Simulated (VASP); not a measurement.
Here is a VASP 6.6.1 calculation.

The input INCAR:

```
PREC = Accurate
ENCUT = 600
EDIFF = 1E-6
ISMEAR = 0
SIGMA = 0.1
LREAL = False
LASPH = True
NELM = 60
ALGO = Normal
ISIF = 3
LWAVE = False
LCHARG = False
GGA = PE
IBRION = 2
NSW = 80
EDIFFG = -0.01
```

KPOINTS

```
Automatic mesh
0
Gamma
  18 18 18
```

POSCAR

```
Rh
1.0
    0.0000000000      1.9167135506      1.9167135506
    1.9167135506      0.0000000000      1.9167135506
    1.9167135506      1.9167135506      0.0000000000
Rh
1
Direct
    0.0000000000      0.0000000000      0.0000000000
```

Potentials or basis: VASP PAW PBE potentials, release 64 (Rh_pv).

Launch:

```bash
$ cat potpaw_PBE.64/Rh_pv/POTCAR > POTCAR
$ mpirun -np 1 vasp_std > vasp.out
```

(1) Estimate the band gap on the k mesh.

(2) Estimate the relaxed volume.

Answers

(1) zero (an odd number of electrons rules out a gap without spin polarisation).

(2) 14.04 Å³/atom.
